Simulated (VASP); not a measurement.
# Mo (Cmmm) in VASP: a series of runs

The runs below take Mo through single point, relaxation of cell and atoms, with PBE.

Everything below comes from runs of VASP 6.6.1. Logs are shortened: lines on timing, memory, paths and dates and some standing lists are left out, and cuts for length are marked.

### 1 The cell of the first run

It takes space group Cmmm (No. 65, orthorhombic). The conventional cell has a = 4.304 Å, b = 8.145 Å, c = 1.926 Å, α = 90.00°, β = 90.00°, γ = 90.00°. Mo (site symmetry mmm) has 2 Mo at 1.93 Å within 2.6 Å.

### 2 Single point, PBE

Contents of INCAR:

```
ALGO = Normal
EDIFF = 1E-6
ENCUT = 500
GGA = PE
GGA_COMPAT = False
ISIF = 2
ISMEAR = 0
LASPH = True
LCHARG = False
LREAL = False
LWAVE = False
NBANDS = 13
NELM = 120
PREC = Accurate
SIGMA = 0.1
```

Contents of KPOINTS:

```
k-points
0
Gamma
  4 4 8
```

Contents of POSCAR:

```
Mo
1.0
    2.1517669100     -4.0723683900      0.0000000000
    2.1517669100      4.0723683900      0.0000000000
    0.0000000000      0.0000000000      1.9261166200
Mo
1
Direct
    0.5000000000      0.5000000000      0.0000000000
```

Potentials or basis: VASP PAW PBE potentials, release 64 (Mo_sv).

Run with:

```console
$ cat potpaw_PBE.64/Mo_sv/POTCAR > POTCAR
$ mpirun -np 1 vasp_std > vasp.out
```

OUTCAR:

```text
EDIFF = 1E-6
   ENCUT = 500
   GGA = PE
   ISIF = 2
   ISMEAR = 0
   LASPH = True
   LREAL = False
   NELM = 120
   PREC = Accurate

 ion  position               nearest neighbor table
   1  0.500  0.500  0.000-

  LATTYP: Found a base centered orthorhombic cell.
 ALAT       =     4.3035338200
 B/A-ratio  =     1.8925694837
 C/A-ratio  =     0.4475662794

  Lattice vectors:

 A1 = (   2.1517669100,  -4.0723683900,   0.0000000000)
 A2 = (   2.1517669100,   4.0723683900,   0.0000000000)
 A3 = (   0.0000000000,   0.0000000000,   1.9261166200)

Analysis of symmetry for initial positions (statically):
=====================================================================
 Subroutine PRICEL returns:
 Original cell was already a primitive cell.

 Routine SETGRP: Setting up the symmetry group for a
 base centered orthorhombic supercell.

 Subroutine GETGRP returns: Found  8 space group operations
 (whereof  8 operations were pure point group operations)
 out of a pool of  8 trial point group operations.

The static configuration has the point symmetry D_2h.

Analysis of symmetry for dynamics (positions and initial velocities):
=====================================================================
 Subroutine PRICEL returns:
 Original cell was already a primitive cell.

 Routine SETGRP: Setting up the symmetry group for a
 base centered orthorhombic supercell.

 Subroutine GETGRP returns: Found  8 space group operations
 (whereof  8 operations were pure point group operations)
 out of a pool of  8 trial point group operations.

The dynamic configuration has the point symmetry D_2h.

 Subroutine INISYM returns: Found  8 space group operations
 (whereof  8 operations are pure point group operations),
 and found     1 'primitive' translations

----------------------------------------------------------------------------------------

                                     Primitive cell

  volume of cell :      33.7563

  direct lattice vectors                    reciprocal lattice vectors
     2.151766910 -4.072368390  0.000000000     0.232367176 -0.122778676  0.000000000
     2.151766910  4.072368390  0.000000000     0.232367176  0.122778676  0.000000000
     0.000000000  0.000000000  1.926116620     0.000000000  0.000000000  0.519179363

  length of vectors
     4.605896779  4.605896779  1.926116620     0.262810022  0.262810022  0.519179363

  position of ions in fractional coordinates (direct lattice)
     0.500000000  0.500000000  0.000000000

  ion indices of the primitive-cell ions
   primitive index   ion index
                 1           1

[... 84 lines left out ...]
   EMIN   =  10.00;   EMAX   =-10.00  energy-range for DOS
   EFERMI =   0.00;   METHOD = LEGACY
   ISMEAR =     0;   SIGMA  =   0.10  broadening in eV -4-tet -1-fermi 0-gaus
   EFERMI_NEDOS =   21; number of points for ismear=-14 and -15
   IALGO  =     38    algorithm
   IMIX   =      4    mixing-type and parameters
     AMIX     =   0.40;   BMIX     =  1.00
     AMIX_MAG =   1.60;   BMIX_MAG =  1.00
  volume/ion in A,a.u.               =      33.76       227.80
  Fermi-wavevector in a.u.,A,eV,Ry     =   1.220860  2.307091 20.279474  1.490499
  Thomas-Fermi vector in A             =   2.356063
   LORBIT       =      0    0 simple, 1 ext, 2 COOP (PROOUT), +10 PAW based schemes
   GGA     = PE    functional components
   LHFCALC =     F    Hartree Fock is set to
   AEXX    =    0.0000 exact exchange contribution
   IVDW    =     0    specifies the selected vdW correction
   LEPSILON=     F    determine dielectric tensor
   LRPA    =     F    only Hartree local field effects (RPA)
 non-spin polarized calculation
 Gauss-broadening in eV      SIGMA  =   0.10
  energy-cutoff  :      500.00
  volume of cell :       33.76
 maximum number of plane-waves:       875
 NGX is ok and might be reduce to    36
   NGX = 17   NGY = 17   NGZ =  7

 number of electron      13.9999998 magnetization

 Free energy of the ion-electron system (eV)
  ---------------------------------------------------
  ext. energy  EPLUGINS =         0.00000000
  ---------------------------------------------------
  free energy    TOTEN  =        -5.32106164 eV

  energy without entropy =       -5.30584656  energy(sigma->0) =       -5.31345410

 E-fermi :   3.4388     XC(G=0):  -8.6379

 val. band max:        3.4102489557   @ k =   0.2500  -0.0000   0.2500
 cond. band min:       3.4398028370   @ k =   0.0000   0.0000   0.2500
 fundamental gap:      0.0295538812
 Fermi energy:         3.4387525797

 k-point     1 :       0.0000    0.0000    0.0000
  band No.  band energies     occupation
      1     -58.7457      2.00000
      2     -32.1185      2.00000
      3     -32.1091      2.00000
      4     -26.0632      2.00000
      5      -2.2816      2.00000
      6       0.4581      2.00000
      7       1.4353      2.00000
      8       1.7186      2.00000
      9       9.4918      0.00000
     10      10.6186      0.00000
     11      11.4462      0.00000
     12      12.2107      0.00000
     13      12.2180      0.00000
[... 354 lines left out ...]
  band No.  band energies     occupation
      1     -56.2839      2.00000
      2     -35.9023      2.00000
      3     -30.5048      2.00000
      4     -30.4907      2.00000
      5      -1.1033      2.00000
      6      -0.9661      2.00000
      7       4.8092      0.00000
      8       5.3414      0.00000
      9       7.0389      0.00000
     10      10.1325      0.00000
     11      13.2836      0.00000
     12      14.4132      0.00000
     13      15.9554      0.00000

 [... further k-points ...]

------------------------ aborting loop because EDIFF is reached ----------------------------------------

  FORCE on cell =-STRESS in cart. coord.  units (eV):
  Direction    XX          YY          ZZ          XY          YZ          ZX
  --------------------------------------------------------------------------------------
  -------------------------------------------------------------------------------------
  Total       -1.9658254     -1.5792792     24.1590959      0.0000000      0.0000000      0.0000000
  in kB      -93.3040850    -74.9574232   1146.6645941      0.0000000      0.0000000      0.0000000
  external PRESSURE =     326.1343620 kB  Pullay stress =       0.0000000 kB

 VOLUME and BASIS-vectors are now :
 -----------------------------------------------------------------------------
  energy-cutoff  :      500.00
  volume of cell :       33.76
      direct lattice vectors                 reciprocal lattice vectors
     2.151766910 -4.072368390  0.000000000     0.232367176 -0.122778676  0.000000000
     2.151766910  4.072368390  0.000000000     0.232367176  0.122778676  0.000000000
     0.000000000  0.000000000  1.926116620     0.000000000  0.000000000  0.519179363

 POSITION                                       TOTAL-FORCE (eV/Angst)
 -----------------------------------------------------------------------------------
      2.15177      0.00000      0.00000        -0.000000      0.000000      0.000000
 -----------------------------------------------------------------------------------
    total drift:                                0.000000      0.000000      0.000000

  FREE ENERGIE OF THE ION-ELECTRON SYSTEM (eV)
  ---------------------------------------------------
  free  energy   TOTEN  =        -5.3210616441 eV

  energy  without entropy=       -5.3058465557  energy(sigma->0) =       -5.31345410
```

OSZICAR:

```text
N       E                     dE             d eps       ncg     rms          rms(c)
DAV:   1     0.124713815088E+03    0.12471E+03   -0.90668E+03  1006   0.980E+02
DAV:   2    -0.389820446583E+01   -0.12861E+03   -0.12241E+03  1085   0.305E+02
DAV:   3    -0.574483011203E+01   -0.18466E+01   -0.18214E+01  1055   0.386E+01
DAV:   4    -0.575301485997E+01   -0.81847E-02   -0.81842E-02  1030   0.304E+00
DAV:   5    -0.575310744670E+01   -0.92587E-04   -0.92587E-04  1020   0.291E-01    0.370E+01
DAV:   6    -0.539250309385E+01    0.36060E+00   -0.35352E-01   925   0.534E+00    0.223E+01
DAV:   7    -0.533204931524E+01    0.60454E-01   -0.27786E-01   990   0.489E+00    0.589E-01
DAV:   8    -0.532196084156E+01    0.10088E-01   -0.29529E-02   950   0.148E+00    0.252E-01
DAV:   9    -0.532128847505E+01    0.67237E-03   -0.37247E-03   940   0.571E-01    0.162E-01
DAV:  10    -0.532105426462E+01    0.23421E-03   -0.57425E-04   965   0.219E-01    0.150E-02
DAV:  11    -0.532106109759E+01   -0.68330E-05   -0.12144E-05  1035   0.292E-02    0.104E-02
DAV:  12    -0.532106164410E+01   -0.54651E-06   -0.32387E-07   665   0.519E-03
   1 F= -.53210616E+01 E0= -.53134541E+01  d E =-.152151E-01
```

stdout:

```text
POSCAR found type information on POSCAR Mo
 POSCAR found :  1 types and       1 ions
 scaLAPACK will be used
 LDA part: xc-table for (Slater+PW92), standard interpolation
 POSCAR, INCAR and KPOINTS ok, starting setup
 FFT: planning ... GRIDC
 FFT: planning ... GRID_SOFT
 FFT: planning ... GRID
 WAVECAR not read
 entering main loop
```

Wall time 9.6 s (1 thread of Intel Xeon 6975P-C (Granite Rapids), shared host); peak memory 0.15 GiB.

Results:

```yaml
Free_energy: -5.3211 eV
Pressure: 32.6 GPa
Band_gap_on_the_k_mesh: zero (band 7 reaches 5.92 eV, above the bottom of band 8 at 1.72 eV)
```

Caveat: the k points lie up to 0.41 Å⁻¹ apart.

### 3 Relaxation of cell and atoms, PBE

Contents of INCAR:

```
ALGO     = Normal         # electronic algorithm
EDIFF    = 1E-7           # SCF threshold, eV
EDIFFG   = -0.04          # ionic threshold
ENCUT    = 500            # plane-wave cutoff, eV
GGA      = PE             # functional
GGA_COMPAT= False        
IBRION   = 2              # ionic algorithm
ISIF     = 3              # what is computed and relaxed
ISMEAR   = 0              # smearing method
LASPH    = True           # aspherical terms in the spheres
LCHARG   = False          # write CHGCAR
LREAL    = False          # projectors in reciprocal space
LWAVE    = False          # write WAVECAR
NELM     = 120            # most SCF steps
NELMIN   = 4            
NSW      = 90             # ionic steps
PREC     = Accurate       # precision mode
SIGMA    = 0.1            # smearing width, eV
```

KPOINTS is that of step 2.

POSCAR is that of step 2.

Potentials or basis: VASP PAW PBE potentials, release 64 (Mo_sv).

Run with:

```console
$ cat potpaw_PBE.64/Mo_sv/POTCAR > POTCAR
$ mpirun -np 1 vasp_std > vasp.out
```

OUTCAR:

```text
EDIFF = 1E-7
   EDIFFG = -0.04
   ENCUT = 500
   GGA = PE
   IBRION = 2
   ISIF = 3
   ISMEAR = 0
   LASPH = True
   LREAL = False
   NELM = 120
   NELMIN = 4
   NSW = 90
   PREC = Accurate

 ion  position               nearest neighbor table
   1  0.500  0.500  0.000-

  LATTYP: Found a base centered orthorhombic cell.
 ALAT       =     4.3035338200
 B/A-ratio  =     1.8925694837
 C/A-ratio  =     0.4475662794

  Lattice vectors:

 A1 = (   2.1517669100,  -4.0723683900,   0.0000000000)
 A2 = (   2.1517669100,   4.0723683900,   0.0000000000)
 A3 = (   0.0000000000,   0.0000000000,   1.9261166200)

Analysis of symmetry for initial positions (statically):
=====================================================================
 Subroutine PRICEL returns:
 Original cell was already a primitive cell.

 Routine SETGRP: Setting up the symmetry group for a
 base centered orthorhombic supercell.

 Subroutine GETGRP returns: Found  8 space group operations
 (whereof  8 operations were pure point group operations)
 out of a pool of  8 trial point group operations.

The static configuration has the point symmetry D_2h.

[... 157 lines left out ...]
  ---------------------------------------------------
  free energy    TOTEN  =        -5.32106162 eV

  energy without entropy =       -5.30584788  energy(sigma->0) =       -5.31345475

------------------------ aborting loop because EDIFF is reached ----------------------------------------

  FORCE on cell =-STRESS in cart. coord.  units (eV):
  Direction    XX          YY          ZZ          XY          YZ          ZX
  --------------------------------------------------------------------------------------
  -------------------------------------------------------------------------------------
  Total       -1.9618554     -1.5713357     24.1611103      0.0000000      0.0000000      0.0000000
  in kB      -93.1156572    -74.5803990   1146.7602060      0.0000000      0.0000000      0.0000000
  external PRESSURE =     326.3547166 kB  Pullay stress =       0.0000000 kB
[... 767 lines left out ...]
  band No.  band energies     occupation
      1     -52.0251      2.00000
      2     -28.1811      2.00000
      3     -26.4396      2.00000
      4     -26.0824      2.00000
      5       4.0549      2.00000
      6       6.1891      2.00000
      7       7.4234      2.00000
      8      10.8957      0.00000
      9      13.6400      0.00000
     10      15.2632      0.00000
     11      16.4861      0.00000

 [... further k-points ...]

[... ionic steps 4 to 27 ...]

--------------------------------------- Ionic step       28  -------------------------------------------

 number of electron      13.9999998 magnetization

------------------------ aborting loop because EDIFF is reached ----------------------------------------
[... 65 lines left out ...]
--------------------------------------- Ionic step       30  -------------------------------------------

 number of electron      13.9999998 magnetization

 Free energy of the ion-electron system (eV)
  ---------------------------------------------------
  ext. energy  EPLUGINS =         0.00000000
  ---------------------------------------------------
  free energy    TOTEN  =        -9.84186988 eV

  energy without entropy =       -9.83081712  energy(sigma->0) =       -9.83634350

 E-fermi :  11.1387     XC(G=0): -12.7565

 val. band max:       11.1343173862   @ k =   0.5000   0.2500   0.2500
 cond. band min:      11.1513377256   @ k =   0.5000   0.2500   0.3750
 fundamental gap:      0.0170203394
 Fermi energy:        11.1387084658
[... 364 lines left out ...]
  FREE ENERGIE OF THE ION-ELECTRON SYSTEM (eV)
  ---------------------------------------------------
  free  energy   TOTEN  =        -9.8418698819 eV

  energy  without entropy=       -9.8308171222  energy(sigma->0) =       -9.83634350

 reached required accuracy - stopping structural energy minimisation
```

CONTCAR:

```text
Mo
   1.00000000000000
     1.3174771189019290   -2.5770464302212357    0.0000000000000000
     1.3174771189019290    2.5770464302212357    0.0000000000000000
     0.0000000000000000    0.0000000000000000    2.5311233816122924
  Mo
     1
Direct
     0.5000000000000000    0.5000000000000000    0.0000000000000000

  0.00000000E+00  0.00000000E+00  0.00000000E+00
```

It took 3.8 min on 1 thread of Intel Xeon 6975P-C (Granite Rapids), shared host; peak memory 0.19 GiB.

What came out:

```yaml
Free_energy: -9.8419 eV
Relaxed_volume: 17.19 Å³/atom
Relaxed_cell: a = 2.894 Å, b = 2.894 Å, c = 2.531 Å, α = 90.00°, β = 90.00°, γ = 125.84°
Space_group_after_relaxing_to_0.05_Å: Cmmm (No. 65)
Energy_gained_by_relaxing: 4520.8 meV/atom
Ionic_steps: 30
Pressure_after_relaxing: 0.1 GPa
Band_gap_on_the_k_mesh: zero (band 7 reaches 12.20 eV, above the bottom of band 8 at 11.13 eV)
```

Step by step:
| step | energy change (eV) | largest force (eV/Å) | pressure (GPa) | volume (Å³) |
| --- | --- | --- | --- | --- |
| 1 | 0.0000 | 0.0000 | 32.64 | 33.76 |
| 2 | 7.4793 | 0.0000 | -57.94 | 61.17 |
| 3 | 0.0475 | 0.0000 | -18.52 | 48.00 |
| 4 | -0.6470 | 0.0000 | -16.91 | 44.60 |
| 5 | -1.4657 | 0.0000 | -11.51 | 39.37 |
| 6 | -1.4025 | 0.0000 | 2.63 | 36.61 |
| 7 | -1.5309 | 0.0000 | -7.95 | 38.39 |
| 8 | -1.5349 | 0.0000 | -6.39 | 38.05 |
| 9 | -1.5349 | 0.0000 | -6.80 | 38.14 |
| 10 | -2.0436 | 0.0000 | -10.44 | 31.78 |
| 11 | -3.6133 | 0.0000 | -6.46 | 20.83 |
| 12 | 126.6421 | 0.0000 | 7416.09 | 5.35 |
| 13 | -3.6572 | 0.0000 | -5.55 | 20.54 |
| 14 | -3.7903 | 0.0000 | 37.64 | 15.92 |
| 15 | -3.8969 | 0.0000 | 13.14 | 17.66 |
| 16 | -4.0061 | 0.0000 | 17.76 | 17.02 |
| 17 | -4.0614 | 0.0000 | 42.61 | 15.08 |
| 18 | -4.1190 | 0.0000 | 27.71 | 16.04 |
| 19 | -4.1270 | 0.0000 | 31.21 | 15.77 |
| 20 | -4.2796 | 0.0000 | 22.65 | 16.03 |
| 21 | -4.4223 | 0.0000 | 11.30 | 16.51 |
| 22 | -4.4374 | 0.0000 | 8.43 | 16.68 |
| 23 | -4.4804 | 0.0000 | 4.80 | 16.89 |
| 24 | -4.5160 | 0.0000 | -0.77 | 17.30 |
| 25 | -4.5165 | 0.0000 | -1.38 | 17.35 |
| 26 | -4.5165 | 0.0000 | -1.52 | 17.36 |
| 27 | -4.5186 | 0.0000 | -1.09 | 17.32 |
| 28 | -4.5208 | 0.0000 | 0.36 | 17.17 |
| 29 | -4.5208 | 0.0000 | 0.19 | 17.18 |
| 30 | -4.5208 | 0.0000 | 0.15 | 17.19 |

Final structure:
```
CELL_PARAMETERS angstrom
1.31748 -2.57705 0.00000
1.31748 2.57705 0.00000
0.00000 0.00000 2.53112
ATOMIC_POSITIONS crystal
Mo 0.50000 0.50000 0.00000
```

Caveat: the k points lie up to 0.67 Å⁻¹ apart in the final cell; the volume moved by over 15 % at a fixed basis, so the end points are rough.
